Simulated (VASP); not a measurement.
Here is a VASP 6.6.1 calculation.

The input INCAR:

```
PREC     = Accurate       # precision mode
ENCUT    = 630            # plane-wave cutoff, eV
EDIFF    = 1E-6           # SCF threshold, eV
ISMEAR   = 0              # smearing method
SIGMA    = 0.01           # smearing width, eV
LREAL    = False          # projectors in reciprocal space
LASPH    = True           # aspherical terms in the spheres
NELM     = 120            # most SCF steps
ALGO     = Normal         # electronic algorithm
ISIF     = 2              # what is computed and relaxed
LWAVE    = False          # write WAVECAR
LCHARG   = False          # write CHGCAR
GGA      = PS             # functional
NBANDS   = 34             # bands
GGA_COMPAT= False
```

File KPOINTS:

```
regular mesh
0
Gamma
  9 9 4
```

The input POSCAR:

```
CdS
1.0
    4.1245340297      0.0000000000      0.0000000000
   -2.0622670149      3.5719512485      0.0000000000
    0.0000000000      0.0000000000      6.7092066191
Cd S
2 2
Direct
    0.3333333333      0.6666666667     -0.0615000000
    0.6666666667      0.3333333333      0.4385000000
    0.3333333333      0.6666666667      0.4385000000
    0.6666666667      0.3333333333      0.9385000000
```

Potentials or basis: VASP PAW PBE potentials, release 64 (Cd_sv_GW, S).

Run with:

```sh
$ cat potpaw_PBE.64/Cd_sv_GW/POTCAR potpaw_PBE.64/S/POTCAR > POTCAR
$ mpirun -np 1 vasp_std > vasp.out
```

Task: What does it give for the band gap on the k mesh?

Result: 1.35 eV.

Task: What does it give for the pressure?

Result: 3.9 GPa.

Stress tensor (GPa, compression positive):
```
 7.25  0.00  0.00
 0.00  7.25  0.00
 0.00  0.00 -2.94
```

Caveat: the cell differs from its parent crystal (atoms moved along the polar distortion); the stress differs along the axes, from -3 to 7 GPa; the PAW data sets were made with another functional, which shifts forces and pressure a little.
